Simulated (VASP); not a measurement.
# GaSi16 (a cell with a defect) in VASP: further runs

Runs on GaSi16 (a cell with a defect). Level: LDA. Tasks: single point.

Everything below comes from runs of VASP 6.6.1. Logs are shortened: lines on timing, memory, paths and dates and some standing lists are left out, and cuts for length are marked.

### Step 1. The cell of the first run

The cell holds a defect, 17 atoms: a = 7.679 Å, b = 7.679 Å, c = 7.679 Å, α = 60.00°, β = 60.00°, γ = 60.00°.

### Step 2. Single point, LDA, collinear spin, zero start

The input, INCAR:

```
  ALGO = Normal
  EDIFF = 1E-6
  ENCUT = 520
  GGA = CA
  ISIF = 2
  ISMEAR = -1
  ISPIN = 2
  LASPH = T
  LCHARG = F
  LORBIT = 11
  LREAL = Auto
  LWAVE = F
  MAGMOM = 0 0 0 0 0 0 0 0 0 0 0 0 0 0 0 0 0
  NBANDS = 56
  NELM = 150
  PREC = Accurate
  SIGMA = 0.02
```

The input, KPOINTS:

```
k-points
0
Gamma
  2 2 2
```

The input, POSCAR:

```
GaSi16
1.0
    0.0000000000      5.4300000000      5.4300000000
    5.4300000000      0.0000000000      5.4300000000
    5.4300000000      5.4300000000      0.0000000000
Si Ga
16 1
Direct
    0.0185662063      0.0192708103     -0.0572301105
    0.1136699816      0.1136395948      0.1145517495
   -0.0021152855     -0.0017756906      0.4906804788
    0.1436688766      0.1439620626      0.5678373849
   -0.0245176796      0.5079979742      0.0075281768
    0.1135176796      0.6578751381      0.1141023941
   -0.0019486188      0.5127668508      0.4902869245
    0.1125854512      0.6258055249      0.6351773481
    0.5078586556     -0.0246558932      0.0081367403
    0.6574594843      0.1132355433      0.1149469613
    0.5123131676     -0.0019466851      0.4910770718
    0.6255714549      0.1123138122      0.6358972376
    0.5080815838      0.5079581952      0.0078950276
    0.6078961326      0.6077548803      0.1760116022
    0.4833674954      0.4830796501      0.5495343462
    0.6256313076      0.6256510129      0.6355384899
    0.2921261510      0.2923736648      1.1229443831
```

Potentials or basis: VASP PAW LDA potentials, release 64 (Si, Ga_d).

On the command line:

```bash
$ cat potpaw_LDA.64/Si/POTCAR potpaw_LDA.64/Ga_d/POTCAR > POTCAR
$ mpirun -np 1 vasp_std > vasp.out
```

OUTCAR:

```text
EDIFF = 1E-6
   ENCUT = 520
   GGA = CA
   ISIF = 2
   ISMEAR = -1
   ISPIN = 2
   LASPH = T
   LORBIT = 11
   LREAL = Auto
   NELM = 150
   PREC = Accurate

 ion  position               nearest neighbor table
   1  0.019  0.019  0.943-  10 2.29   2 2.29   6 2.29   4 2.35
   2  0.114  0.114  0.115-   1 2.29   3 2.36  17 2.41   9 2.48   5 2.48
   3  0.998  0.998  0.491-   4 2.33  12 2.34   8 2.34   2 2.36
   4  0.144  0.144  0.568-   3 2.33  11 2.33   7 2.33   1 2.35  17 2.79
   5  0.975  0.508  0.008-  14 2.32   8 2.34  17 2.47   2 2.48   6 2.48
   6  0.114  0.658  0.114-   1 2.29   7 2.36  17 2.41   5 2.48  13 2.48
   7  0.998  0.513  0.490-   4 2.33  16 2.34   8 2.34   6 2.36
   8  0.113  0.626  0.635-   5 2.34  15 2.34   3 2.34   7 2.34
   9  0.508  0.975  0.008-  14 2.32  12 2.34  17 2.47   2 2.48  10 2.48
  10  0.657  0.113  0.115-   1 2.29  11 2.36  17 2.41   9 2.48  13 2.48
  11  0.512  0.998  0.491-   4 2.33  12 2.34  16 2.34  10 2.36
  12  0.626  0.112  0.636-   9 2.34  15 2.34   3 2.34  11 2.34
  13  0.508  0.508  0.008-  14 2.33  16 2.34  17 2.47   6 2.48  10 2.48
  14  0.608  0.608  0.176-   9 2.32   5 2.32  13 2.33  15 2.34
  15  0.483  0.483  0.550-  12 2.34   8 2.34  16 2.34  14 2.34
  16  0.626  0.626  0.636-  13 2.34  15 2.34  11 2.34   7 2.34
  17  0.292  0.292  0.123-   6 2.41  10 2.41   2 2.41  13 2.47   5 2.47   9 2.47   4 2.79

  LATTYP: Found a face centered cubic cell.
 ALAT       =    10.8600000000

  Lattice vectors:

 A1 = (   0.0000000000,   5.4300000000,   5.4300000000)
 A2 = (   5.4300000000,   0.0000000000,   5.4300000000)
 A3 = (   5.4300000000,   5.4300000000,   0.0000000000)

Analysis of symmetry for initial positions (statically):
=====================================================================
 Subroutine PRICEL returns:
 Original cell was already a primitive cell.

 Routine SETGRP: Setting up the symmetry group for a
 face centered cubic supercell.

 Subroutine GETGRP returns: Found  1 space group operations
 (whereof  1 operations were pure point group operations)
 out of a pool of 48 trial point group operations.

The static configuration has the point symmetry C_1 .

Analysis of symmetry for dynamics (positions and initial velocities):
=====================================================================
 Subroutine PRICEL returns:
 Original cell was already a primitive cell.

 Routine SETGRP: Setting up the symmetry group for a
 face centered cubic supercell.

 Subroutine GETGRP returns: Found  1 space group operations
 (whereof  1 operations were pure point group operations)
 out of a pool of 48 trial point group operations.

The dynamic configuration has the point symmetry C_1 .

Analysis of structural, dynamic, and magnetic symmetry:
=====================================================================
 Subroutine PRICEL returns:
 Original cell was already a primitive cell.

 Routine SETGRP: Setting up the symmetry group for a
 face centered cubic supercell.

 Subroutine GETGRP returns: Found  1 space group operations
 (whereof  1 operations were pure point group operations)
 out of a pool of 48 trial point group operations.

The overall configuration has the point symmetry C_1 .

 Subroutine INISYM returns: Found  1 space group operations
 (whereof  1 operations are pure point group operations),
 and found     1 'primitive' translations

----------------------------------------------------------------------------------------

                                     Primitive cell

  volume of cell :     320.2060

  direct lattice vectors                    reciprocal lattice vectors
     0.000000000  5.430000000  5.430000000    -0.092081031  0.092081031  0.092081031
     5.430000000  0.000000000  5.430000000     0.092081031 -0.092081031  0.092081031
     5.430000000  5.430000000  0.000000000     0.092081031  0.092081031 -0.092081031

  length of vectors
     7.679179644  7.679179644  7.679179644     0.159489025  0.159489025  0.159489025

  position of ions in fractional coordinates (direct lattice)
     0.018566206  0.019270810  0.942769889
     0.113669982  0.113639595  0.114551750
     0.997884715  0.998224309  0.490680479
     0.143668877  0.143962063  0.567837385
     0.975482320  0.507997974  0.007528177
     0.113517680  0.657875138  0.114102394
[... 9 lines left out ...]
     0.625631308  0.625651013  0.635538490
     0.292126151  0.292373665  0.122944383

  ion indices of the primitive-cell ions
   primitive index   ion index
                 1           1
                 2           2
                 3           3
                 4           4
                 5           5
                 6           6
[... 9 lines left out ...]
                16          16
                17          17

----------------------------------------------------------------------------------------

 KPOINTS: k-points

Automatic generation of k-mesh.
 Grid dimensions read from file:
 generate k-points for:    2    2    2

 Generating k-lattice:

  Cartesian coordinates                     Fractional coordinates (reciprocal lattice)
    -0.046040516  0.046040516  0.046040516     0.500000000  0.000000000  0.000000000
     0.046040516 -0.046040516  0.046040516     0.000000000  0.500000000  0.000000000
     0.046040516  0.046040516 -0.046040516     0.000000000  0.000000000  0.500000000

  Length of vectors
     0.079744512  0.079744512  0.079744512

  Shift w.r.t. Gamma in fractional coordinates (k-lattice)
     0.000000000  0.000000000  0.000000000

 Subroutine IBZKPT returns following result:
 ===========================================

 Found      8 irreducible k-points:

 Following reciprocal coordinates:
            Coordinates               Weight
  0.000000  0.000000  0.000000      1.000000
  0.500000  0.000000  0.000000      1.000000
  0.000000  0.500000  0.000000      1.000000
  0.000000  0.000000  0.500000      1.000000
  0.500000  0.500000  0.500000      1.000000
  0.500000  0.500000  0.000000      1.000000
  0.000000  0.500000  0.500000      1.000000
  0.500000  0.000000  0.500000      1.000000
   k-points           NKPTS =      8   k-points in BZ     NKDIM =      8   number of bands    NBANDS=     56
   number of dos      NEDOS =    301   number of ions     NIONS =     17
   total plane-waves  NPLWV = 216000
   dimension x,y,z NGX =    60 NGY =   60 NGZ =   60
   dimension x,y,z NGXF=   120 NGYF=  120 NGZF=  120
   ions per type =              16   1
   NGX,Y,Z   is equivalent  to a cutoff of  12.99, 12.99, 12.99 a.u.
   NGXF,Y,Z  is equivalent  to a cutoff of  25.98, 25.98, 25.98 a.u.
 SYSTEM =  unknown system
   PREC   = accura    normal or accurate (medium, high low for compatibility)
   ISTART =      0    job   : 0-new  1-cont  2-samecut
   ICHARG =      2    charge: 1-file 2-atom 10-const
   ISPIN  =      2    spin polarized calculation?
   LNONCOLLINEAR =      F non collinear calculations
   LSORBIT =      F    spin-orbit coupling
   LASPH  =      T    aspherical Exc in radial PAW
   ENCUT  =  520.0 eV  38.22 Ry    6.18 a.u.  14.28 14.28 14.28*2*pi/ulx,y,z
   NELM   =    150;   NELMIN=  2; NELMDL= -5     # of ELM steps
   EDIFF  = 0.1E-05   stopping-criterion for ELM
   LREAL  =      T    real-space projection
   EDIFFG = 0.1E-04   stopping-criterion for IOM
   NSW    =      0    number of steps for IOM
   IBRION =     -1    ionic relax: 0-MD 1-quasi-New 2-CG
   NFREE  =      0    steps in history (QN), initial steepest desc. (CG)
   ISIF   =      2    stress and relaxation
   ISYM   =      2    0-nonsym 1-usesym 2-fastsym
   POTIM  = 0.5000    time-step for ionic-motion
   TEBEG  =    0.0;   TEEND  =   0.0 temperature during run
   PSTRESS=    0.0 pullay stress
   NELECT =      77.0000    total number of electrons
   NUPDOWN=      -1.0000    fix difference up-down
   EMIN   =  10.00;   EMAX   =-10.00  energy-range for DOS
   EFERMI =   0.00;   METHOD = LEGACY
   ISMEAR =    -1;   SIGMA  =   0.02  broadening in eV -4-tet -1-fermi 0-gaus
   EFERMI_NEDOS =   21; number of points for ismear=-14 and -15
   IALGO  =     38    algorithm
   IMIX   =      4    mixing-type and parameters
     AMIX     =   0.40;   BMIX     =  1.00
     AMIX_MAG =   1.60;   BMIX_MAG =  1.00
  volume/ion in A,a.u.               =      18.84       127.11
  Fermi-wavevector in a.u.,A,eV,Ry     =   1.018033  1.923804 14.100962  1.036391
  Thomas-Fermi vector in A             =   2.151468
   LORBIT       =     11    0 simple, 1 ext, 2 COOP (PROOUT), +10 PAW based schemes
   GGA     = CA    functional components
   LHFCALC =     F    Hartree Fock is set to
   AEXX    =    0.0000 exact exchange contribution
   IVDW    =     0    specifies the selected vdW correction
   LEPSILON=     F    determine dielectric tensor
   LRPA    =     F    only Hartree local field effects (RPA)
 spin polarized calculation
  energy-cutoff  :      520.00
  volume of cell :      320.21
 maximum number of plane-waves:      8646
 NGX is ok and might be reduce to    60
   NGX = 29   NGY = 29   NGZ = 29

 number of electron      76.9999994 magnetization      -0.0002215

 number of electron      76.9999994 magnetization       0.0000042

 Free energy of the ion-electron system (eV)
  ---------------------------------------------------
  ext. energy  EPLUGINS =         0.00000000
  ---------------------------------------------------
  free energy    TOTEN  =       -94.96650823 eV

  energy without entropy =      -94.95147804  energy(sigma->0) =      -94.95899313

 E-fermi :   6.7697     XC(G=0):  -9.9318

 val. band max:        6.6115022749   @ k =   0.0000   0.0000   0.0000
 cond. band min:       6.7970651489   @ k =   0.0000   0.0000   0.5000
 fundamental gap:      0.1855628740
 Fermi energy:         6.7697113962

 spin component 1

 k-point     1 :       0.0000    0.0000    0.0000
  band No.  band energies     occupation
      1      -8.9223      1.00000
      2      -8.9221      1.00000
      3      -8.8597      1.00000
      4      -8.7940      1.00000
      5      -8.7938      1.00000
      6      -6.1419      1.00000
[... 42 lines left out ...]
     49       8.0636      0.00000
     50       8.6123      0.00000
[... 369 lines left out ...]
     49      10.2267      0.00000
     50      10.3311      0.00000
 Fermi energy:         6.7697113962

 spin component 2

 k-point     1 :       0.0000    0.0000    0.0000
  band No.  band energies     occupation
      1      -8.9223      1.00000
      2      -8.9221      1.00000
      3      -8.8597      1.00000
      4      -8.7940      1.00000
      5      -8.7938      1.00000
      6      -6.1419      1.00000
[... 42 lines left out ...]
     49       8.0636      0.00000
     50       8.6123      0.00000
[... 369 lines left out ...]
     49      10.2267      0.00000
     50      10.3311      0.00000
 [bands above 50 left out]

------------------------ aborting loop because EDIFF is reached ----------------------------------------

  FORCE on cell =-STRESS in cart. coord.  units (eV):
  Direction    XX          YY          ZZ          XY          YZ          ZX
  --------------------------------------------------------------------------------------
  -------------------------------------------------------------------------------------
  Total        3.7301892      3.6828252      3.7064270     -1.8661140      1.8512837      1.8375920
  in kB       18.6643109     18.4273209     18.5454145     -9.3372562      9.2630516      9.1945441
  external PRESSURE =      18.5456821 kB  Pullay stress =       0.0000000 kB

 VOLUME and BASIS-vectors are now :
 -----------------------------------------------------------------------------
  energy-cutoff  :      520.00
  volume of cell :      320.21
      direct lattice vectors                 reciprocal lattice vectors
     0.000000000  5.430000000  5.430000000    -0.092081031  0.092081031  0.092081031
     5.430000000  0.000000000  5.430000000     0.092081031 -0.092081031  0.092081031
     5.430000000  5.430000000  0.000000000     0.092081031  0.092081031 -0.092081031

 POSITION                                       TOTAL-FORCE (eV/Angst)
 -----------------------------------------------------------------------------------
      5.22388      5.22006      0.20546        -0.044533     -0.034498      0.035336
      1.23908      1.23924      1.23429        -0.056949     -0.060428     -0.000851
      8.08475      8.08291     10.83887        -0.017939     -0.009372      0.022148
      3.86507      3.86348      1.56184        -0.018169     -0.025488      0.026980
      2.79931      5.33775      8.05530        -0.051000      0.035355      0.058330
      4.19184      1.23598      4.18866         0.005920     -0.058188      0.056471
[... 9 lines left out ...]
      6.84826      6.84815      6.79446        -0.030878     -0.024385      0.007820
      2.25518      2.25383      3.17383         0.523674      0.523230     -0.531621
 -----------------------------------------------------------------------------------
    total drift:                                0.010607      0.008400      0.003441

  FREE ENERGIE OF THE ION-ELECTRON SYSTEM (eV)
  ---------------------------------------------------
  free  energy   TOTEN  =       -94.9665082252 eV

  energy  without entropy=      -94.9514780400  energy(sigma->0) =      -94.95899313

 total charge

# of ion       s       p       d       tot
------------------------------------------
    1        0.768   0.970   0.000   1.737
    2        0.770   0.919   0.000   1.689
    3        0.754   0.949   0.000   1.702
    4        0.752   0.953   0.000   1.705
    5        0.762   0.921   0.000   1.683
    6        0.770   0.919   0.000   1.689
[... 9 lines left out ...]
   16        0.750   0.960   0.000   1.709
   17        1.049   0.836  10.045  11.930
--------------------------------------------------
tot         13.185  15.917  10.045  39.147

 magnetization (x)

# of ion       s       p       d       tot
------------------------------------------
    1       -0.000  -0.000   0.000  -0.000
    2        0.000  -0.000   0.000  -0.000
    3       -0.000  -0.000   0.000  -0.000
    4       -0.000   0.000   0.000   0.000
    5       -0.000   0.000   0.000   0.000
    6        0.000   0.000   0.000   0.000
[... 9 lines left out ...]
   16       -0.000  -0.000   0.000  -0.000
   17       -0.000   0.000  -0.000  -0.000
--------------------------------------------------
tot         -0.000  -0.000  -0.000  -0.000
```

It took 5.2 min on 1 thread of Intel Xeon 6975P-C (Granite Rapids), shared host; peak memory 0.49 GiB.

What came out:

```
Free energy                                           : -94.9665 eV
Pressure                                              : 1.9 GPa
Largest force                                         : 0.911 eV/Å
Net moment                                            : 0.00 μB per cell
Valence electrons inside the program's atomic spheres : Si 1.74, 1.69, 1.70, 1.71, 1.68 (each value once); Ga 11.93
```

Forces in eV/Å, atoms in the order of the input:
```
Si  -0.045 -0.034  0.035
Si  -0.057 -0.060 -0.001
Si  -0.018 -0.009  0.022
Si  -0.018 -0.025  0.027
Si  -0.051  0.035  0.058
Si   0.006 -0.058  0.056
Si  -0.018 -0.014  0.012
Si  -0.031 -0.009  0.022
Si   0.032 -0.053  0.057
Si  -0.055 -0.003  0.062
Si  -0.019 -0.023  0.008
Si  -0.010 -0.031  0.029
Si  -0.055 -0.054 -0.025
Si  -0.079 -0.073  0.069
Si  -0.075 -0.087  0.091
Si  -0.031 -0.024  0.008
Ga   0.524  0.523 -0.532
```

Stress tensor (GPa, compression positive):
```
 1.87 -0.93  0.92
-0.93  1.84  0.93
 0.92  0.93  1.85
```

Caveat: the k points lie up to 0.50 Å⁻¹ apart.

[end of part 1 of 2]
